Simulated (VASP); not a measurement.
# Si24O47 (a cell with a defect) in VASP: further runs

Si24O47 (a cell with a defect) is run at these levels: PBEsol; tasks: relaxation of the atoms.

Everything below comes from runs of VASP 6.6.1. Logs are shortened: lines on timing, memory, paths and dates and some standing lists are left out, and cuts for length are marked.

## Step 1: The cell of the first run

The cell holds a defect, 71 atoms: a = 8.389 Å, b = 8.389 Å, c = 8.036 Å, α = 90.00°, β = 90.00°, γ = 90.00°.

## Step 2: Relaxation of the atoms, PBEsol

File INCAR:

```
SYSTEM = Si24O47
ALGO = Normal ; EDIFF = 1E-7
EDIFFG = -0.03 ; ENCUT = 520
GGA = PS ; GGA_COMPAT = .FALSE.
IBRION = 2 ; ISIF = 2
ISMEAR = -1 ; ISYM = -1
KPAR = 1 ; LASPH = .TRUE.
LCHARG = .FALSE. ; LREAL = Auto
LWAVE = .FALSE. ; NELECT = 376.0
NELM = 120 ; NELMIN = 4
NSW = 100 ; PREC = Accurate
SIGMA = 0.05
```

File KPOINTS:

```
explicit points
1
Reciprocal
  0.25000000   0.25000000   0.25000000 1
```

File POSCAR:

```
Si24O47
1.0
    8.3886930000      0.0000000000      0.0000000000
    0.0000000000      8.3886930000      0.0000000000
    0.0000000000      0.0000000000      8.0356430000
Si O
24 47
Direct
    0.0029660000      0.0033200000      0.9999170000
    0.0010920000      0.0032250000      0.3329790000
    0.9993880000      0.0017480000      0.6706240000
    0.9978300000      0.4997000000      0.0014690000
    0.9985970000      0.5027200000      0.3330000000
    0.0041530000      0.4982010000      0.6692660000
    0.4981930000      0.9996720000      0.0012500000
    0.5008180000      0.0022710000      0.3308480000
    0.5011340000      0.9974910000      0.6700740000
    0.5000190000      0.5035850000      0.9993580000
    0.4994940000      0.5003990000      0.3338410000
    0.5029980000      0.5014150000      0.6633870000
    0.2477360000      0.2459580000      0.1661870000
    0.2498730000      0.2483450000      0.5000960000
    0.2505580000      0.2487580000      0.8388210000
    0.2536830000      0.7496830000      0.1677000000
    0.2507430000      0.7463030000      0.4990650000
    0.2536250000      0.7527880000      0.8386120000
    0.7517370000      0.2499020000      0.1644080000
    0.7500830000      0.2497110000      0.4991270000
    0.7496880000      0.2493210000      0.8356150000
    0.7492510000      0.7502070000      0.1676010000
    0.7489130000      0.7521490000      0.4959180000
    0.7516910000      0.7545620000      0.8292150000
    0.1549420000      0.1508640000      0.9991580000
    0.1548430000      0.1494500000      0.3354880000
    0.1519010000      0.1557230000      0.6716890000
    0.1515710000      0.6493580000      0.0033830000
    0.1539740000      0.6530110000      0.3356680000
    0.1525000000      0.6544340000      0.6660040000
    0.6543980000      0.1490960000      0.0043390000
    0.6523900000      0.1517420000      0.3301520000
    0.6526740000      0.1511730000      0.6657930000
    0.6529530000      0.6543580000      0.0007810000
    0.6591650000      0.6515410000      0.3295930000
    0.6548580000      0.6552860000      0.6668170000
    0.3450450000      0.3484840000      0.9969770000
    0.3502640000      0.3445020000      0.3340480000
    0.3465410000      0.3449720000      0.6660460000
    0.3446660000      0.8484650000      0.9960490000
    0.3514190000      0.8477270000      0.3375600000
    0.3482770000      0.8469200000      0.6648780000
    0.8525970000      0.3481400000      0.9989560000
    0.8492950000      0.3433430000      0.3377180000
    0.8523360000      0.3462690000      0.6652810000
    0.8460020000      0.8421630000      0.0012780000
    0.8458240000      0.8484210000      0.3339380000
    0.8451400000      0.8444540000      0.6634260000
    0.0969170000      0.4042790000      0.1644470000
    0.0921490000      0.4048480000      0.5005010000
    0.0975590000      0.4049140000      0.8358050000
    0.0970490000      0.9002020000      0.1681980000
    0.1025270000      0.9039420000      0.5004180000
    0.0980330000      0.9020150000      0.8346470000
    0.5983180000      0.4075880000      0.1656590000
    0.5966890000      0.4037670000      0.8337370000
    0.5989170000      0.8991670000      0.1705350000
    0.5971610000      0.8988320000      0.4979450000
    0.5951240000      0.9026290000      0.8357560000
    0.4003930000      0.0965510000      0.1703960000
    0.4042860000      0.1005380000      0.4980480000
    0.3987170000      0.0994180000      0.8348800000
    0.4022080000      0.5943570000      0.1661040000
    0.4093330000      0.5956210000      0.4973440000
    0.4057230000      0.5970640000      0.8336570000
    0.9035340000      0.0974830000      0.1640030000
    0.9031040000      0.0991140000      0.4969380000
    0.9049610000      0.1021130000      0.8301670000
    0.9037480000      0.5988420000      0.1675030000
    0.9010110000      0.5938800000      0.4953470000
    0.9013090000      0.6003130000      0.8329040000
```

Potentials or basis: VASP PAW PBE potentials, release 64 (Si, O).

Command:

```bash
> cat potpaw_PBE.64/Si/POTCAR potpaw_PBE.64/O/POTCAR > POTCAR
> mpirun -np 4 vasp_std > vasp.out
```

OUTCAR:

```text
SYSTEM = Si24O47
   EDIFF = 1E-7
   EDIFFG = -0.03
   ENCUT = 520
   GGA = PS
   IBRION = 2
   ISIF = 2
   ISMEAR = -1
   ISYM = -1
   LASPH = .TRUE.
   LREAL = Auto
   NELECT = 376.0
   NELM = 120
   NELMIN = 4
   NSW = 100
   PREC = Accurate

 ion  position               nearest neighbor table
   1  0.003  0.003  1.000-  66 1.75  54 1.77  25 1.78  52 1.79  68 1.80  46 1.89   3 2.65   2 2.68

   2  0.001  0.003  0.333-  67 1.75  66 1.77  52 1.77  26 1.78  53 1.80  47 1.84   1 2.68   3 2.71

   3  0.999  0.002  0.671-  68 1.73  54 1.77  67 1.81  53 1.81  27 1.82  48 1.85   1 2.65   2 2.71
[... 11 lines left out ...]
   9  0.501  0.997  0.670-  59 1.74  62 1.80  42 1.80  58 1.80  33 1.81  61 1.82   7 2.66   8 2.73

  10  0.500  0.504  0.999-  65 1.74  63 1.75  55 1.76  56 1.77  34 1.80  37 1.84  11 2.69  12 2.70

  11  0.499  0.500  0.334-  64 1.71  63 1.76  55 1.77  38 1.81  35 1.84  12 2.65  10 2.69
  12  0.503  0.501  0.663-  64 1.74  56 1.78  65 1.78  36 1.81  39 1.86  11 2.65  10 2.70
  13  0.248  0.246  0.166-  25 1.74  26 1.76  60 1.79  38 1.80  37 1.80  49 1.83  15 2.63  14 2.68

  14  0.250  0.248  0.500-  26 1.75  39 1.76  38 1.77  27 1.78  61 1.79  50 1.86  13 2.68  15 2.72

  15  0.251  0.249  0.839-  37 1.72  25 1.73  27 1.76  62 1.76  39 1.80  51 1.83  13 2.63  14 2.72
[... 5 lines left out ...]
  18  0.254  0.753  0.839-  40 1.68  42 1.79  28 1.80  54 1.81  30 1.82  65 1.83  16 2.64  17 2.73

  19  0.752  0.250  0.164-  31 1.74  32 1.77  43 1.78  44 1.80  66 1.80  55 1.85  21 2.64  20 2.69

  20  0.750  0.250  0.499-  44 1.73  33 1.77  45 1.78  32 1.79  67 1.80  19 2.69  21 2.70
  21  0.750  0.249  0.836-  43 1.78  31 1.78  33 1.79  68 1.80  45 1.81  56 1.82  19 2.64  20 2.70

  22  0.749  0.750  0.168-  35 1.72  46 1.74  34 1.76  47 1.77  57 1.78  69 1.81  23 2.64  24 2.72

  23  0.749  0.752  0.496-  47 1.73  48 1.75  35 1.75  58 1.77  36 1.78  70 1.84  22 2.64  24 2.68
[... 48 lines left out ...]
  70  0.901  0.594  0.495-   5 1.72   6 1.83  23 1.84
  71  0.901  0.600  0.833-   4 1.79   6 1.79  24 1.80

IMPORTANT INFORMATION: All symmetrisations will be switched off!
NOSYMM: (Re-)initialisation of all symmetry stuff for point group C_1.

----------------------------------------------------------------------------------------

                                     Primitive cell

  volume of cell :     565.4696

  direct lattice vectors                    reciprocal lattice vectors
     8.388693000  0.000000000  0.000000000     0.119208082  0.000000000  0.000000000
     0.000000000  8.388693000  0.000000000     0.000000000  0.119208082  0.000000000
     0.000000000  0.000000000  8.035643000     0.000000000  0.000000000  0.124445548

  length of vectors
     8.388693000  8.388693000  8.035643000     0.119208082  0.119208082  0.124445548

  position of ions in fractional coordinates (direct lattice)
     0.002966000  0.003320000  0.999917000
     0.001092000  0.003225000  0.332979000
     0.999388000  0.001748000  0.670624000
     0.997830000  0.499700000  0.001469000
     0.998597000  0.502720000  0.333000000
     0.004153000  0.498201000  0.669266000
[... 63 lines left out ...]
     0.901011000  0.593880000  0.495347000
     0.901309000  0.600313000  0.832904000

  ion indices of the primitive-cell ions
   primitive index   ion index
                 1           1
                 2           2
                 3           3
                 4           4
                 5           5
                 6           6
[... 63 lines left out ...]
                70          70
                71          71

----------------------------------------------------------------------------------------

 KPOINTS: explicit points

Read explicit list of k-points.

 Found      1 k-points:

 Following reciprocal coordinates:
            Coordinates               Weight
  0.250000  0.250000  0.250000      1.000000
   k-points           NKPTS =      1   k-points in BZ     NKDIM =      1   number of bands    NBANDS=    228
   number of dos      NEDOS =    301   number of ions     NIONS =     71
   total plane-waves  NPLWV = 245760
   dimension x,y,z NGX =    64 NGY =   64 NGZ =   60
   dimension x,y,z NGXF=   128 NGYF=  128 NGZF=  120
   ions per type =              24  47
   NGX,Y,Z   is equivalent  to a cutoff of  12.68, 12.68, 12.41 a.u.
   NGXF,Y,Z  is equivalent  to a cutoff of  25.37, 25.37, 24.83 a.u.
 SYSTEM =  Si24O47
   PREC   = accura    normal or accurate (medium, high low for compatibility)
   ISTART =      0    job   : 0-new  1-cont  2-samecut
   ICHARG =      2    charge: 1-file 2-atom 10-const
   ISPIN  =      1    spin polarized calculation?
   LNONCOLLINEAR =      F non collinear calculations
   LSORBIT =      F    spin-orbit coupling
   LASPH  =      T    aspherical Exc in radial PAW
   ENCUT  =  520.0 eV  38.22 Ry    6.18 a.u.  15.60 15.60 14.94*2*pi/ulx,y,z
   NELM   =    120;   NELMIN=  4; NELMDL= -5     # of ELM steps
   EDIFF  = 0.1E-06   stopping-criterion for ELM
   LREAL  =      T    real-space projection
   EDIFFG = -.3E-01   stopping-criterion for IOM
   NSW    =    100    number of steps for IOM
   IBRION =      2    ionic relax: 0-MD 1-quasi-New 2-CG
   NFREE  =      1    steps in history (QN), initial steepest desc. (CG)
   ISIF   =      2    stress and relaxation
   ISYM   =     -1    0-nonsym 1-usesym 2-fastsym
   POTIM  = 0.5000    time-step for ionic-motion
   TEBEG  =    0.0;   TEEND  =   0.0 temperature during run
   PSTRESS=    0.0 pullay stress
   NELECT =     376.0000    total number of electrons
   NUPDOWN=      -1.0000    fix difference up-down
   EMIN   =  10.00;   EMAX   =-10.00  energy-range for DOS
   EFERMI =   0.00;   METHOD = LEGACY
   ISMEAR =    -1;   SIGMA  =   0.05  broadening in eV -4-tet -1-fermi 0-gaus
   EFERMI_NEDOS =   21; number of points for ismear=-14 and -15
   IALGO  =     38    algorithm
   IMIX   =      4    mixing-type and parameters
     AMIX     =   0.40;   BMIX     =  1.00
     AMIX_MAG =   1.60;   BMIX_MAG =  1.00
  volume/ion in A,a.u.               =       7.96        53.75
  Fermi-wavevector in a.u.,A,eV,Ry     =   1.428897  2.700224 27.779663  2.041748
  Thomas-Fermi vector in A             =   2.548909
   LORBIT       =      0    0 simple, 1 ext, 2 COOP (PROOUT), +10 PAW based schemes
   GGA     = PS    functional components
   LHFCALC =     F    Hartree Fock is set to
   AEXX    =    0.0000 exact exchange contribution
   IVDW    =     0    specifies the selected vdW correction
   LEPSILON=     F    determine dielectric tensor
   LRPA    =     F    only Hartree local field effects (RPA)
 conjugate gradient relaxation of ions
 non-spin polarized calculation
  energy-cutoff  :      520.00
  volume of cell :      565.47
 maximum number of plane-waves:     15222
 NGX is ok and might be reduce to    64
   NGX = 31   NGY = 31   NGZ = 29

--------------------------------------- Ionic step        1  -------------------------------------------

 number of electron     375.9999990 magnetization

 Free energy of the ion-electron system (eV)
  ---------------------------------------------------
  ext. energy  EPLUGINS =         0.00000000
  ---------------------------------------------------
  free energy    TOTEN  =      -591.56663396 eV

  energy without entropy =     -591.52702706  energy(sigma->0) =     -591.54683051

------------------------ aborting loop because EDIFF is reached ----------------------------------------

  FORCE on cell =-STRESS in cart. coord.  units (eV):
  Direction    XX          YY          ZZ          XY          YZ          ZX
  --------------------------------------------------------------------------------------
  -------------------------------------------------------------------------------------
  Total      -28.2382936    -28.2333729    -18.3857094      0.2598392      1.0853306      0.4840423
  in kB      -80.0091756    -79.9952337    -52.0932842      0.7362172      3.0751293      1.3714647
  external PRESSURE =     -70.6992312 kB  Pullay stress =       0.0000000 kB
[... 296 lines left out ...]
  FREE ENERGIE OF THE ION-ELECTRON SYSTEM (eV)
  ---------------------------------------------------
  free  energy   TOTEN  =      -594.3165881897 eV

  energy  without entropy=     -594.3165876660  energy(sigma->0) =     -594.31658793

[... ionic steps 4 to 17 ...]

--------------------------------------- Ionic step       18  -------------------------------------------

 number of electron     375.9999865 magnetization

------------------------ aborting loop because EDIFF is reached ----------------------------------------
[... 205 lines left out ...]
--------------------------------------- Ionic step       20  -------------------------------------------

 number of electron     375.9999866 magnetization

 Free energy of the ion-electron system (eV)
  ---------------------------------------------------
  ext. energy  EPLUGINS =         0.00000000
  ---------------------------------------------------
  free energy    TOTEN  =      -595.50444154 eV

  energy without entropy =     -595.50444154  energy(sigma->0) =     -595.50444154

 E-fermi :   8.8109     XC(G=0): -12.3435

 val. band max:        7.5542791461   @ k =   0.2500   0.2500   0.2500
 cond. band min:      10.7624700813   @ k =   0.2500   0.2500   0.2500
 fundamental gap:      3.2081909352
 Fermi energy:         8.8108554402

 k-point     1 :       0.2500    0.2500    0.2500
  band No.  band energies     occupation
      1     -14.3196      2.00000
      2     -13.8754      2.00000
      3     -13.6196      2.00000
      4     -13.5593      2.00000
      5     -13.2772      2.00000
      6     -13.0628      2.00000
[... 192 lines left out ...]
    199      15.4230      0.00000
    200      15.5488      0.00000
 [bands above 200 left out]

------------------------ aborting loop because EDIFF is reached ----------------------------------------

  FORCE on cell =-STRESS in cart. coord.  units (eV):
  Direction    XX          YY          ZZ          XY          YZ          ZX
  --------------------------------------------------------------------------------------
  -------------------------------------------------------------------------------------
  Total      -24.2657880    -24.3317503    -14.4019331    -10.3100789      0.0738004      0.0762550
  in kB      -68.7536478    -68.9405427    -40.8058224    -29.2121375      0.2091029      0.2160576
  external PRESSURE =     -59.5000043 kB  Pullay stress =       0.0000000 kB
[... 86 lines left out ...]
  FREE ENERGIE OF THE ION-ELECTRON SYSTEM (eV)
  ---------------------------------------------------
  free  energy   TOTEN  =      -595.5044415389 eV

  energy  without entropy=     -595.5044415389  energy(sigma->0) =     -595.50444154

 reached required accuracy - stopping structural energy minimisation
```

Run time: 17 min. Hardware: 4 MPI ranks of Intel Xeon Platinum 8175M at 2.50GHz (Skylake/Cascade Lake), shared host; peak memory 0.28 GiB.

What came out:

| Item | Value |
| --- | --- |
| Free energy | -595.5044 eV |
| Energy gained by relaxing | 55.5 meV/atom |
| Ionic steps | 20 |
| Largest force after relaxing | 0.028 eV/Å |

Forces in eV/Å, atoms in the order of the input:
```
Si  -0.003  0.001 -0.008
Si  -0.011  0.006 -0.005
Si  -0.006  0.012  0.007
Si   0.000  0.000 -0.010
Si   0.012 -0.009  0.000
Si   0.005 -0.009  0.007
Si  -0.001  0.003 -0.006
Si   0.013 -0.006 -0.005
Si   0.003  0.002  0.012
Si   0.003 -0.006 -0.008
Si  -0.013  0.004  0.018
Si  -0.005  0.000 -0.001
Si   0.007 -0.003 -0.004
Si   0.015 -0.001  0.003
Si   0.008 -0.002 -0.007
Si   0.006  0.003  0.012
Si   0.012  0.001  0.003
Si   0.001 -0.005 -0.020
Si  -0.005  0.004 -0.008
Si  -0.012  0.009  0.005
Si  -0.008  0.006  0.007
Si  -0.004 -0.001  0.002
Si  -0.008 -0.012  0.000
Si  -0.002 -0.008  0.005
O    0.008 -0.002  0.002
O   -0.004 -0.004  0.002
O   -0.004 -0.003 -0.005
O   -0.001 -0.004 -0.002
O   -0.016 -0.003  0.001
O   -0.007  0.004  0.000
O   -0.008  0.001  0.003
O   -0.009  0.003  0.001
O   -0.011  0.002 -0.001
O   -0.002  0.002  0.003
O    0.013 -0.002  0.000
O    0.015  0.000 -0.004
O   -0.003 -0.002  0.002
O   -0.002 -0.009 -0.003
O    0.004 -0.012 -0.001
O    0.007  0.004  0.007
O   -0.001  0.006 -0.004
O   -0.004  0.005 -0.006
O    0.007  0.013  0.007
O    0.006  0.014 -0.004
O    0.002  0.011  0.002
O    0.001 -0.011  0.001
O   -0.002 -0.002  0.001
O    0.001  0.000 -0.005
O   -0.004 -0.004  0.004
O   -0.004 -0.008 -0.006
O    0.005 -0.004  0.005
O    0.007 -0.010 -0.004
O   -0.017  0.021  0.002
O    0.007 -0.011  0.003
O   -0.003  0.004  0.001
O   -0.004  0.003  0.002
O    0.007 -0.004  0.003
O    0.022 -0.006 -0.003
O    0.012 -0.003  0.000
O   -0.010  0.002 -0.005
O   -0.007  0.010  0.001
O   -0.003 -0.002 -0.002
O   -0.007  0.005 -0.002
O   -0.012  0.011 -0.006
O   -0.007  0.005  0.005
O    0.003 -0.002  0.002
O    0.009 -0.014  0.002
O    0.001 -0.006 -0.006
O    0.004  0.005  0.007
O    0.000  0.000  0.002
O    0.003  0.005 -0.002
```

The path:
```
step  energy change (eV)  largest force (eV/Å)  pressure (GPa)
   1              0.0000                4.2902           -7.07
   2             -1.3655                4.0400           -5.07
   3             -2.7500                2.5857           -6.74
   4             -3.0211                4.0579           -5.34
   5             -3.5019                1.7852           -6.13
   6             -3.5478                2.6355           -6.20
   7             -3.7997                0.9204           -6.32
   8             -3.8833                0.5324           -5.92
   9             -3.8962                0.4068           -6.05
  10             -3.9203                0.2300           -5.92
  11             -3.9206                0.1969           -5.93
  12             -3.9291                0.2075           -5.96
  13             -3.9296                0.1310           -5.95
  14             -3.9347                0.1111           -5.95
  15             -3.9348                0.1197           -5.95
  16             -3.9367                0.0656           -5.96
  17             -3.9368                0.0641           -5.96
  18             -3.9375                0.0425           -5.95
  19             -3.9375                0.0420           -5.95
  20             -3.9378                0.0276           -5.95
```

Final structure:
```
Si O
1.0
     8.38869    0.00000    0.00000
     0.00000    8.38869    0.00000
     0.00000    0.00000    8.03564
Si O
24 47
Direct
  0.99793 0.00279 0.00016
  0.00320 0.99754 0.33053
  0.00315 0.99751 0.66974
  0.00100 0.49965 0.00013
  0.00183 0.50108 0.33414
  0.00189 0.50111 0.66606
  0.50093 0.99958 0.00013
  0.49945 0.99869 0.33418
  0.49950 0.99869 0.66606
  0.50087 0.49984 0.00010
  0.48889 0.51190 0.31614
  0.48880 0.51189 0.68402
  0.25139 0.24843 0.16625
  0.25184 0.25004 0.50014
  0.25136 0.24842 0.83406
  0.24667 0.75388 0.16498
  0.24276 0.75777 0.50013
  0.24669 0.75394 0.83531
  0.74928 0.25129 0.16708
  0.77134 0.22925 0.50010
  0.74931 0.25131 0.83311
  0.75228 0.74932 0.16618
  0.75067 0.74887 0.50010
  0.75225 0.74933 0.83400
  0.15294 0.15250 0.00014
  0.15514 0.15342 0.33356
  0.15513 0.15338 0.66670
  0.15023 0.65515 0.00014
  0.15732 0.65175 0.33507
  0.15730 0.65176 0.66514
  0.65250 0.15452 0.00009
  0.65110 0.15933 0.33967
  0.65117 0.15930 0.66052
  0.65347 0.65246 0.00005
  0.65263 0.64597 0.33472
  0.65263 0.64592 0.66547
  0.34821 0.34725 0.00016
  0.35483 0.34803 0.33478
  0.35468 0.34810 0.66551
  0.34540 0.85038 0.00012
  0.34877 0.84332 0.33515
  0.34877 0.84335 0.66518
  0.84603 0.34810 0.00009
  0.84118 0.34951 0.33971
  0.84119 0.34956 0.66051
  0.84816 0.84780 0.00012
  0.84725 0.84563 0.33355
  0.84722 0.84564 0.66670
  0.09790 0.40213 0.16842
  0.09859 0.40223 0.50012
  0.09784 0.40210 0.83179
  0.09696 0.90369 0.16653
  0.09770 0.90283 0.50012
  0.09695 0.90370 0.83375
  0.59555 0.40512 0.16792
  0.59552 0.40511 0.83224
  0.59845 0.90269 0.16842
  0.59830 0.90199 0.50013
  0.59841 0.90269 0.83180
  0.40453 0.09686 0.16791
  0.40210 0.09532 0.50014
  0.40453 0.09692 0.83237
  0.39878 0.60202 0.15906
  0.42187 0.57887 0.50009
  0.39870 0.60195 0.84115
  0.90211 0.09859 0.16930
  0.91047 0.09032 0.50012
  0.90213 0.09862 0.83098
  0.90368 0.59609 0.16784
  0.90530 0.59859 0.50009
  0.90374 0.59613 0.83236
```

Levels at points of the mesh, in eV from the Fermi level:
```tsv
k point	band 184	band 185	band 186	band 187	band 188	band 189	band 190	band 191	band 192	band 193
(0.25, 0.25, 0.25)	-1.96	-1.85	-1.77	-1.75	-1.26	1.95	4.56	5.01	5.34	6.07
```

Caveat: the cell carries a net charge on a neutralising background, which shifts energy and pressure; the cell is charged against a uniform background, so pressure and absolute levels hang on convention; the PAW data sets were made with another functional, which shifts forces and pressure a little.

(Continued in part 2 of 2.)
